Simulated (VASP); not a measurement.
# Cr2C (P-3m1) in VASP: single point with LDA

Aim: the single point of Cr2C with LDA.

All numbers are computed with VASP 6.6.1; they aren't measurements. Logs are shortened: lines on timing, memory, paths and dates and some standing lists are left out, and cuts for length are marked.

## Step 1: The cell of the first run

The structure is trigonal, space group P-3m1 (No. 164). Conventional cell: a = 2.816 Å, b = 2.816 Å, c = 4.231 Å, α = 90.00°, β = 90.00°, γ = 120.00°. Cr (site symmetry 3m) has 3 C at 1.95 Å within 2.6 Å. C (site symmetry -3m) has 6 Cr at 1.95 Å within 2.6 Å.

## Step 2: Single point, LDA, collinear spin, antiferromagnetic start

Contents of INCAR:

```
ALGO     = Normal         # electronic algorithm
EDIFF    = 1E-6           # SCF threshold, eV
ENCUT    = 600            # plane-wave cutoff, eV
GGA_COMPAT= False        
ISIF     = 2              # what is computed and relaxed
ISMEAR   = -1             # smearing method
ISPIN    = 2              # spin polarisation
LASPH    = True           # aspherical terms in the spheres
LCHARG   = True           # write CHGCAR
LELF     = True           # ELF
LMAXMIX  = 4              # l up to which the mixer works
LORBIT   = 11             # projections on sites
LREAL    = False          # projectors in reciprocal space
LVHAR    = True         
LWAVE    = False          # write WAVECAR
MAGMOM   = 3.9 -3.9 0     # initial moments
NBANDS   = 25             # bands
NELM     = 200            # most SCF steps
PREC     = Accurate       # precision mode
SIGMA    = 0.15           # smearing width, eV
```

Contents of KPOINTS:

```
k-points
0
Gamma
  6 6 4
```

Contents of POSCAR:

```
Cr2C
1.0
    2.8155360000      0.0000000000      0.0000000000
   -1.4077680000      2.4383260000      0.0000000000
    0.0000000000      0.0000000000      4.2309160000
Cr C
2 1
Direct
    0.6666666667      0.3333333333      0.2467070000
    0.3333333333      0.6666666667      0.7532930000
    0.0000000000      0.0000000000      0.5000000000
```

Potentials or basis: VASP PAW LDA potentials, release 64 (Cr_pv, C).

Run with:

```console
> cat potpaw_LDA.64/Cr_pv/POTCAR potpaw_LDA.64/C/POTCAR > POTCAR
> mpirun -np 1 vasp_std > vasp.out
```

OUTCAR:

```text
EDIFF = 1E-6
   ENCUT = 600
   ISIF = 2
   ISMEAR = -1
   ISPIN = 2
   LASPH = True
   LORBIT = 11
   LREAL = False
   NELM = 200
   PREC = Accurate

 ion  position               nearest neighbor table
   1  0.667  0.333  0.247-   3 1.95   3 1.95   3 1.95   2 2.65   2 2.65   2 2.65   2 2.69   2 2.69
                             2 2.69
   2  0.333  0.667  0.753-   3 1.95   3 1.95   3 1.95   1 2.65   1 2.65   1 2.65   1 2.69   1 2.69
                             1 2.69
   3  0.000  0.000  0.500-   1 1.95   2 1.95   1 1.95   2 1.95   1 1.95   2 1.95

  LATTYP: Found a hexagonal cell.
 ALAT       =     2.8155360000
 C/A-ratio  =     1.5027035705

  Lattice vectors:

 A1 = (   2.8155360000,   0.0000000000,   0.0000000000)
 A2 = (  -1.4077680000,   2.4383260000,   0.0000000000)
 A3 = (   0.0000000000,   0.0000000000,   4.2309160000)

Analysis of symmetry for initial positions (statically):
=====================================================================
 Subroutine PRICEL returns:
 Original cell was already a primitive cell.

 Routine SETGRP: Setting up the symmetry group for a
 hexagonal supercell.

 Subroutine GETGRP returns: Found 12 space group operations
 (whereof 12 operations were pure point group operations)
 out of a pool of 24 trial point group operations.

The static configuration has the point symmetry D_3d.

Analysis of symmetry for dynamics (positions and initial velocities):
=====================================================================
 Subroutine PRICEL returns:
 Original cell was already a primitive cell.

 Routine SETGRP: Setting up the symmetry group for a
 hexagonal supercell.

 Subroutine GETGRP returns: Found 12 space group operations
 (whereof 12 operations were pure point group operations)
 out of a pool of 24 trial point group operations.

The dynamic configuration has the point symmetry D_3d.

Analysis of structural, dynamic, and magnetic symmetry:
=====================================================================
 Subroutine PRICEL returns:
 Original cell was already a primitive cell.

 Routine SETGRP: Setting up the symmetry group for a
 hexagonal supercell.

 Subroutine GETGRP returns: Found 12 space group operations
 (whereof 12 operations were pure point group operations)
 out of a pool of 24 trial point group operations.

The overall configuration has the point symmetry D_3d.

 Subroutine INISYM returns: Found 12 space group operations
 (whereof 12 operations are pure point group operations),
 and found     1 'primitive' translations

----------------------------------------------------------------------------------------

                                     Primitive cell

  volume of cell :      29.0461

  direct lattice vectors                    reciprocal lattice vectors
     2.815536000  0.000000000  0.000000000     0.355172159  0.205058717  0.000000000
    -1.407768000  2.438326000  0.000000000     0.000000000  0.410117433  0.000000000
     0.000000000  0.000000000  4.230916000     0.000000000  0.000000000  0.236355437

  length of vectors
     2.815536000  2.815536259  4.230916000     0.410117471  0.410117433  0.236355437

  position of ions in fractional coordinates (direct lattice)
     0.666666667  0.333333333  0.246707000
     0.333333333  0.666666667  0.753293000
     0.000000000  0.000000000  0.500000000

  ion indices of the primitive-cell ions
   primitive index   ion index
                 1           1
                 2           2
                 3           3

----------------------------------------------------------------------------------------

 KPOINTS: k-points

Automatic generation of k-mesh.
 Grid dimensions read from file:
 generate k-points for:    6    6    4

 Generating k-lattice:

  Cartesian coordinates                     Fractional coordinates (reciprocal lattice)
     0.059195360  0.034176453  0.000000000     0.166666667  0.000000000  0.000000000
     0.000000000  0.068352906  0.000000000     0.000000000  0.166666667  0.000000000
     0.000000000  0.000000000  0.059088859     0.000000000  0.000000000  0.250000000

  Length of vectors
     0.068352912  0.068352906  0.059088859

  Shift w.r.t. Gamma in fractional coordinates (k-lattice)
     0.000000000  0.000000000  0.000000000

 Subroutine IBZKPT returns following result:
 ===========================================

 Found     24 irreducible k-points:

 Following reciprocal coordinates:
            Coordinates               Weight
  0.000000  0.000000  0.000000      1.000000
  0.166667  0.000000  0.000000      6.000000
  0.333333  0.000000  0.000000      6.000000
  0.500000  0.000000  0.000000      3.000000
  0.166667  0.166667  0.000000      6.000000
  0.333333  0.166667  0.000000     12.000000
[... 16 lines left out ...]
  0.333333  0.166667  0.500000     12.000000
  0.333333  0.333333  0.500000      2.000000
   k-points           NKPTS =     24   k-points in BZ     NKDIM =     24   number of bands    NBANDS=     25
   number of dos      NEDOS =    301   number of ions     NIONS =      3
   total plane-waves  NPLWV =  20736
   dimension x,y,z NGX =    24 NGY =   24 NGZ =   36
   dimension x,y,z NGXF=    48 NGYF=   48 NGZF=   72
   ions per type =               2   1
   NGX,Y,Z   is equivalent  to a cutoff of  14.17, 14.17, 14.15 a.u.
   NGXF,Y,Z  is equivalent  to a cutoff of  28.34, 28.34, 28.29 a.u.
 SYSTEM =  unknown system
   PREC   = accura    normal or accurate (medium, high low for compatibility)
   ISTART =      0    job   : 0-new  1-cont  2-samecut
   ICHARG =      2    charge: 1-file 2-atom 10-const
   ISPIN  =      2    spin polarized calculation?
   LNONCOLLINEAR =      F non collinear calculations
   LSORBIT =      F    spin-orbit coupling
   LASPH  =      T    aspherical Exc in radial PAW
   ENCUT  =  600.0 eV  44.10 Ry    6.64 a.u.   5.62  5.62  8.45*2*pi/ulx,y,z
   NELM   =    200;   NELMIN=  2; NELMDL= -5     # of ELM steps
   EDIFF  = 0.1E-05   stopping-criterion for ELM
   LREAL  =      F    real-space projection
   EDIFFG = 0.1E-04   stopping-criterion for IOM
   NSW    =      0    number of steps for IOM
   IBRION =     -1    ionic relax: 0-MD 1-quasi-New 2-CG
   NFREE  =      0    steps in history (QN), initial steepest desc. (CG)
   ISIF   =      2    stress and relaxation
   ISYM   =      2    0-nonsym 1-usesym 2-fastsym
   POTIM  = 0.5000    time-step for ionic-motion
   TEBEG  =    0.0;   TEEND  =   0.0 temperature during run
   PSTRESS=    0.0 pullay stress
   NELECT =      28.0000    total number of electrons
   NUPDOWN=      -1.0000    fix difference up-down
   EMIN   =  10.00;   EMAX   =-10.00  energy-range for DOS
   EFERMI =   0.00;   METHOD = LEGACY
   ISMEAR =    -1;   SIGMA  =   0.15  broadening in eV -4-tet -1-fermi 0-gaus
   EFERMI_NEDOS =   21; number of points for ismear=-14 and -15
   IALGO  =     38    algorithm
   IMIX   =      4    mixing-type and parameters
     AMIX     =   0.40;   BMIX     =  1.00
     AMIX_MAG =   1.60;   BMIX_MAG =  1.00
  volume/ion in A,a.u.               =       9.68        65.34
  Fermi-wavevector in a.u.,A,eV,Ry     =   1.617205  3.056074 35.584027  2.615352
  Thomas-Fermi vector in A             =   2.711668
   LORBIT       =     11    0 simple, 1 ext, 2 COOP (PROOUT), +10 PAW based schemes
   GGA     = CA    functional components
   LHFCALC =     F    Hartree Fock is set to
   AEXX    =    0.0000 exact exchange contribution
   IVDW    =     0    specifies the selected vdW correction
   LEPSILON=     F    determine dielectric tensor
   LRPA    =     F    only Hartree local field effects (RPA)
 spin polarized calculation
  energy-cutoff  :      600.00
  volume of cell :       29.05
 maximum number of plane-waves:      1000
 NGX is ok and might be reduce to    24
   NGX = 11   NGY = 11   NGZ = 17

 number of electron      27.9999991 magnetization      -0.0000000

 number of electron      27.9999991 magnetization       0.0000000

 Free energy of the ion-electron system (eV)
  ---------------------------------------------------
  ext. energy  EPLUGINS =         0.00000000
  ---------------------------------------------------
  free energy    TOTEN  =       -31.77603603 eV

  energy without entropy =      -31.60335495  energy(sigma->0) =      -31.68969549

 E-fermi :  10.5083     XC(G=0): -13.8068

 val. band max:       10.3828852717   @ k =   0.1667   0.0000   0.2500
 cond. band min:      10.5545422876   @ k =   0.1667   0.1667   0.2500
 fundamental gap:      0.1716570159
 Fermi energy:        10.5083271584

 spin component 1

 k-point     1 :       0.0000    0.0000    0.0000
  band No.  band energies     occupation
      1     -32.8115      1.00000
      2     -32.4120      1.00000
      3     -32.4120      1.00000
      4     -32.3196      1.00000
      5     -32.3196      1.00000
      6     -32.2144      1.00000
[... 17 lines left out ...]
     24      21.7123      0.00000
     25      23.0674      0.00000
[... 620 lines left out ...]
      2     -32.7080      1.00000
      3     -32.5945      1.00000
      4     -32.5776      1.00000
      5     -32.3182      1.00000
      6     -32.3181      1.00000
[... 17 lines left out ...]
     24      17.3819      0.00000
     25      21.7470      0.00000
 Fermi energy:        10.5083271584

 spin component 2

 k-point     1 :       0.0000    0.0000    0.0000
  band No.  band energies     occupation
      1     -32.8115      1.00000
      2     -32.4120      1.00000
      3     -32.4120      1.00000
      4     -32.3196      1.00000
      5     -32.3196      1.00000
      6     -32.2144      1.00000
[... 17 lines left out ...]
     24      21.7123      0.00000
     25      23.0674      0.00000
[... 621 lines left out ...]
      3     -32.5945      1.00000
      4     -32.5776      1.00000
      5     -32.3182      1.00000
      6     -32.3181      1.00000
[... 17 lines left out ...]
     24      17.3819      0.00000
     25      21.7470      0.00000

------------------------ aborting loop because EDIFF is reached ----------------------------------------

  FORCE on cell =-STRESS in cart. coord.  units (eV):
  Direction    XX          YY          ZZ          XY          YZ          ZX
  --------------------------------------------------------------------------------------
  -------------------------------------------------------------------------------------
  Total       -2.0495291     -2.0495296     -1.9236725      0.0000000      0.0000000     -0.0000000
  in kB     -113.0517812   -113.0518089   -106.1095484      0.0000000      0.0000000     -0.0000000
  external PRESSURE =    -110.7377128 kB  Pullay stress =       0.0000000 kB

 VOLUME and BASIS-vectors are now :
 -----------------------------------------------------------------------------
  energy-cutoff  :      600.00
  volume of cell :       29.05
      direct lattice vectors                 reciprocal lattice vectors
     2.815536000  0.000000000  0.000000000     0.355172159  0.205058717  0.000000000
    -1.407768000  2.438326000  0.000000000     0.000000000  0.410117433  0.000000000
     0.000000000  0.000000000  4.230916000     0.000000000  0.000000000  0.236355437

 POSITION                                       TOTAL-FORCE (eV/Angst)
 -----------------------------------------------------------------------------------
      1.40777      0.81278      1.04380         0.000000      0.000000      0.326867
     -0.00000      1.62555      3.18712        -0.000000     -0.000000     -0.326867
      0.00000      0.00000      2.11546        -0.000000      0.000000      0.000000
 -----------------------------------------------------------------------------------
    total drift:                               -0.000000      0.000000      0.000000

  FREE ENERGIE OF THE ION-ELECTRON SYSTEM (eV)
  ---------------------------------------------------
  free  energy   TOTEN  =       -31.7760360274 eV

  energy  without entropy=      -31.6033549452  energy(sigma->0) =      -31.68969549

 total charge

# of ion       s       p       d       tot
------------------------------------------
    1        0.367   6.441   4.343  11.151
    2        0.367   6.441   4.343  11.151
    3        0.902   1.590   0.000   2.492
--------------------------------------------------
tot          1.636  14.471   8.687  24.794

 magnetization (x)

# of ion       s       p       d       tot
------------------------------------------
    1        0.000   0.000   0.000   0.000
    2       -0.000  -0.000  -0.000  -0.000
    3        0.000   0.000   0.000   0.000
--------------------------------------------------
tot          0.000   0.000   0.000   0.000
```

It took 25 s on 1 thread of Intel Xeon Platinum 8375C at 2.90GHz (Ice Lake), shared host; peak memory 0.16 GiB.

What came out:

| Item | Value |
| --- | --- |
| Free energy | -31.7760 eV |
| Pressure | -11.1 GPa |
| Largest force | 0.327 eV/Å |
| Band gap on the k mesh | zero (filled and empty bands overlap) |
| Net moment | 0.00 μB per cell |
| Valence electrons inside the program's atomic spheres | Cr 11.15; C 2.49 |

Forces in eV/Å, atoms in the order of the input:
```
Cr   0.000  0.000  0.327
Cr   0.000  0.000 -0.327
C    0.000  0.000  0.000
```

Stress tensor (GPa, compression positive):
```
-11.31   0.00   0.00
  0.00 -11.31   0.00
  0.00   0.00 -10.61
```

Caveat: the k points lie up to 0.43 Å⁻¹ apart; the starting moments collapsed, and a magnetic state may lie lower.
